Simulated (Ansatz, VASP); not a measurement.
# One calculation of Ge, two programs

The input INCAR:

```
  PREC = Accurate
  ENCUT = 520
  EDIFF = 1E-6
  ISMEAR = 0
  SIGMA = 0.15
  LREAL = F
  LASPH = T
  NELM = 100
  ALGO = Normal
  ISIF = 2
  LWAVE = F
  LCHARG = F
  GGA = PE
  NBANDS = 21
```

The input KPOINTS:

```
Automatic mesh
0
Gamma
  16 16 16
```

File POSCAR:

```
Ge
1.0
    0.0000000000      2.8287700000      2.8287700000
    2.8287700000      0.0000000000      2.8287700000
    2.8287700000      2.8287700000      0.0000000000
Ge
2
Direct
    0.5000000000      0.5000000000      0.5000000000
    0.7500000000      0.7500000000      0.7500000000
```

Input for Ansatz:

```yaml
crystal:
  lattice:
    - [0.0, 2.82877, 2.82877]
    - [2.82877, 0.0, 2.82877]
    - [2.82877, 2.82877, 0.0]
  atoms:
    - { symbol: Ge, position: [0.5, 0.5, 0.5] }
    - { symbol: Ge, position: [0.75, 0.75, 0.75] }
basis:
  ecutwfc: 420
kpoints:
  mp_grid: { grid: [16, 16, 16] }
hamiltonian:
  xc: pbe
scf:
  occupations: { method: gaussian, width: 0.15 }
output:
  forces: true
  stress: true
  eigenvalues: true
```

Alike in both runs: task single point; functional PBE; k mesh 16 × 16 × 16; occupations gaussian, width 0.15 eV; no spin polarisation.

|  | VASP | Ansatz |
| --- | --- | --- |
| version | VASP 6.6.1 | Ansatz 0.2.0 |
| potentials or method | VASP PAW PBE potentials, release 64 (Ge_d), cutoff 520 eV | scalar-relativistic, plane waves, PAW |
| valence electrons in the cell | 28 | 28 |

```csv
,VASP,Ansatz,Ansatz less VASP
pressure (GPa),3.6,3.7,+0.08
```
